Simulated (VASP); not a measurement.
# SiO2 (I-42d) in VASP: further runs, part 2 of 2

VASP 6.6.1. Earlier steps stand in the parts before.

**3. Elastic constants, PBE**

Contents of INCAR:

```
SYSTEM = SiO2
PREC = Accurate ; ENCUT = 600
EDIFF = 1E-8 ; ISMEAR = 0
SIGMA = 0.01 ; LREAL = .FALSE.
LASPH = .TRUE. ; NELM = 60
ALGO = Normal ; ISIF = 3
LWAVE = .FALSE. ; LCHARG = .FALSE.
GGA = PE ; NBANDS = 25
IBRION = 6 ; NFREE = 2
POTIM = 0.015 ; NSW = 1
```

Contents of KPOINTS:

```
regular mesh
0
G
  6 6 6
  0 0 0
```

Contents of POSCAR:

```
SiO2
1.0
   -2.5148829811      2.5148829811      3.6880260206
    2.5148829811     -2.5148829811      3.6880260206
    2.5148829811      2.5148829811     -3.6880260206
Si O
2 4
Direct
    0.0000000000      0.0000000000      0.0000000000
    0.7500000000      0.2500000000      0.5000000000
    0.9666511996      0.6250000000      0.8416511996
    0.3750000000      0.2166511996      0.3416511996
    0.7833488004      0.1250000000      0.1583488004
    0.8750000000      0.0333488004      0.6583488004
```

Potentials or basis: VASP PAW PBE potentials, release 64 (Si, O).

Launch:

```sh
cat potpaw_PBE.64/Si/POTCAR potpaw_PBE.64/O/POTCAR > POTCAR
mpirun -np 1 vasp_std > vasp.out
```

OUTCAR:

```text
SYSTEM = SiO2
   PREC = Accurate
   ENCUT = 600
   EDIFF = 1E-8
   ISMEAR = 0
   LREAL = .FALSE.
   LASPH = .TRUE.
   NELM = 60
   ISIF = 3
   GGA = PE
   IBRION = 6
   NFREE = 2
   POTIM = 0.015
   NSW = 1

 ion  position               nearest neighbor table
   1  0.000  0.000  0.000-   4 1.63   5 1.63   6 1.63   3 1.63   2 3.12   2 3.12   2 3.12   2 3.12

   2  0.750  0.250  0.500-   3 1.63   5 1.63   6 1.63   4 1.63   1 3.12   1 3.12   1 3.12   1 3.12

   3  0.967  0.625  0.842-   2 1.63   1 1.63
   4  0.375  0.217  0.342-   1 1.63   2 1.63
   5  0.783  0.125  0.158-   1 1.63   2 1.63
   6  0.875  0.033  0.658-   1 1.63   2 1.63

  LATTYP: Found a body centered tetragonal cell.
 ALAT       =     5.0297659622
 C/A-ratio  =     1.4664801696

  Lattice vectors:

 A1 = (  -2.5148829811,   2.5148829811,   3.6880260206)
 A2 = (   2.5148829811,  -2.5148829811,   3.6880260206)
 A3 = (   2.5148829811,   2.5148829811,  -3.6880260206)

Analysis of symmetry for initial positions (statically):
=====================================================================
 Subroutine PRICEL returns:
 Original cell was already a primitive cell.

 Routine SETGRP: Setting up the symmetry group for a
 body centered tetragonal supercell.

 Subroutine GETGRP returns: Found  8 space group operations
 (whereof  4 operations were pure point group operations)
 out of a pool of 16 trial point group operations.

[... 1103 lines left out ...]
 INTERNAL STRAIN TENSORS FROM STRAINED CELLS
 ============================================

 INTERNAL STRAIN TENSOR FOR ION    1 for displacements in x,y,z  (eV/Angst):
          X           Y           Z          XY          YZ          ZX
  --------------------------------------------------------------------------------
  x    -0.00000     0.00000     0.00000     0.00000    17.74493   -28.33323
  y     0.00000     0.00000    -0.00000    -0.00000    28.33207    17.74529
  z   -28.26165    28.26157     0.00000    17.62723    -0.00001    -0.00001

 INTERNAL STRAIN TENSORS FROM DISPLACED ATOMS
 ============================================

 INTERNAL STRAIN TENSOR FOR ION    1 for displacements in x,y,z  (eV/Angst):
          X           Y           Z          XY          YZ          ZX
  --------------------------------------------------------------------------------
  x     0.00000     0.00000     0.00000     0.00000    17.74965   -28.32132
  y     0.00000     0.00000     0.00000     0.00000    28.32132    17.74965
  z   -28.21605    28.21605     0.00000    17.63402     0.00000     0.00000

 INTERNAL STRAIN TENSOR FOR ION    6 for displacements in x,y,z  (eV/Angst):
          X           Y           Z          XY          YZ          ZX
  --------------------------------------------------------------------------------
  x     6.37244    14.27886     8.80474     0.00000    -8.40271     0.00000
  y     0.00000     0.00000    -0.00000    16.53502     0.00000    -9.35164
  z     0.00000    -0.00000     0.00000    -8.82050     0.00000    10.97837

 Eigenvectors and eigenvalues of the dynamical matrix
 ----------------------------------------------------

   1 f  =   32.943502 THz   206.990130 2PiTHz 1098.876956 cm-1   136.243317 meV
             X         Y         Z           dx          dy          dz
      0.000000  0.000000  0.000000    -0.000000   -0.000000    0.000000
     -0.000000  2.514883  1.844013     0.000000   -0.000000    0.000000
      1.257441  2.975867  2.766020     0.401754   -0.000000    0.297647
      0.460984  1.257441  0.922007    -0.000000   -0.401754   -0.297647
     -1.257441  2.053899  2.766020    -0.401754   -0.000000    0.297647
     -0.460984  3.772324  0.922007    -0.000000    0.401754   -0.297647
[... 145 lines left out ...]
  18 f/i=    0.003345 THz     0.021018 2PiTHz    0.111579 cm-1     0.013834 meV
             X         Y         Z           dx          dy          dz
      0.000000  0.000000  0.000000    -0.059938    0.479751   -0.000000
     -0.000000  2.514883  1.844013    -0.059828    0.479765   -0.000000
      1.257441  2.975867  2.766020    -0.045156    0.362335   -0.000055
      0.460984  1.257441  0.922007    -0.045226    0.361767    0.000440
     -1.257441  2.053899  2.766020    -0.045156    0.362335    0.000055
     -0.460984  3.772324  0.922007    -0.045226    0.361767   -0.000440

--------------------------------------------------------------------------------------------------------

 ELASTIC MODULI CONTR FROM IONIC RELAXATION (kBar)
 Direction    XX          YY          ZZ          XY          YZ          ZX
 --------------------------------------------------------------------------------
 XX       -1906.1629   -867.7991  -1182.6870      0.0000      0.0000     -0.0000
 YY        -867.7991  -1906.1629  -1182.6870      0.0000      0.0000     -0.0000
 ZZ       -1182.6870  -1182.6870  -1008.4843      0.0000      0.0000     -0.0000
 XY           0.0000      0.0000      0.0000   -476.9013     -0.0000     -0.0000
 YZ           0.0000      0.0000      0.0000     -0.0000  -1343.1482     -0.0000
 ZX          -0.0000     -0.0000     -0.0000     -0.0000     -0.0000  -1343.1482
 --------------------------------------------------------------------------------

 TOTAL ELASTIC MODULI (kBar)
 Direction    XX          YY          ZZ          XY          YZ          ZX
 --------------------------------------------------------------------------------
 XX         864.1116   -396.3608    155.5375      0.0000      0.0000     -0.0000
 YY        -396.3608    864.1116    155.5375      0.0000      0.0000     -0.0000
 ZZ         155.5375    155.5375    846.6159      0.0000      0.0000     -0.0000
 XY           0.0000      0.0000      0.0000    296.0977     -0.0000     -0.0000
 YZ           0.0000      0.0000      0.0000     -0.0000    256.8971     -0.0000
 ZX          -0.0000     -0.0000     -0.0000     -0.0000     -0.0000    256.8972
 --------------------------------------------------------------------------------
```

OSZICAR:

```text
N       E                     dE             d eps       ncg     rms          rms(c)
DAV:   1     0.192350966380E+03    0.19235E+03   -0.17059E+04  1500   0.127E+03
DAV:   2    -0.398481156011E+02   -0.23220E+03   -0.22080E+03  1987   0.281E+02
DAV:   3    -0.537750620177E+02   -0.13927E+02   -0.13862E+02  1996   0.712E+01
[... 303 lines left out ...]
DAV:   4    -0.475053123144E+02   -0.22169E-04   -0.61756E-04  7192   0.152E-01    0.485E-02
DAV:   5    -0.475053131390E+02   -0.82455E-06   -0.14921E-05  7096   0.262E-02    0.199E-02
DAV:   6    -0.475053131260E+02    0.12952E-07   -0.21573E-06  7078   0.117E-02    0.234E-03
DAV:   7    -0.475053132256E+02   -0.99601E-07   -0.53170E-07  6888   0.509E-03    0.226E-03
DAV:   8    -0.475053132508E+02   -0.25195E-07   -0.74519E-08  6916   0.213E-03    0.491E-04
DAV:   9    -0.475053132524E+02   -0.15471E-08   -0.52581E-09  4968   0.724E-04
  23 F= -.47505313E+02 E0= -.47505313E+02  d E =-.300401E-44
```

It took 1.8 h on 1 thread of Oxide Virtual Turin-like, shared host; peak memory 0.56 GiB.

What came out:

```
Voigt bulk modulus                                      : 27 GPa
Highest phonon frequency at Γ, LO-TO splitting left out : 1099 cm⁻¹
```

Phonon frequencies in cm⁻¹ (negative: imaginary):
```
              q point                                                            frequencies
(0.000, 0.000, 0.000)  0 0 0 130 130 300 354 406 422 443 443 739 752 752 1045 1054 1054 1099
```

Elastic tensor in Voigt notation (GPa, in the Cartesian axes of the cell as first typed):
```
 86 -40  16   0   0   0
-40  86  16   0   0   0
 16  16  85   0   0   0
  0   0   0  26   0   0
  0   0   0   0  26   0
  0   0   0   0   0  30
```

Clamped-ion elastic tensor (GPa):
```
277  47 134   0   0   0
 47 277 134   0   0   0
134 134 186   0   0   0
  0   0   0 160   0   0
  0   0   0   0 160   0
  0   0   0   0   0  77
```
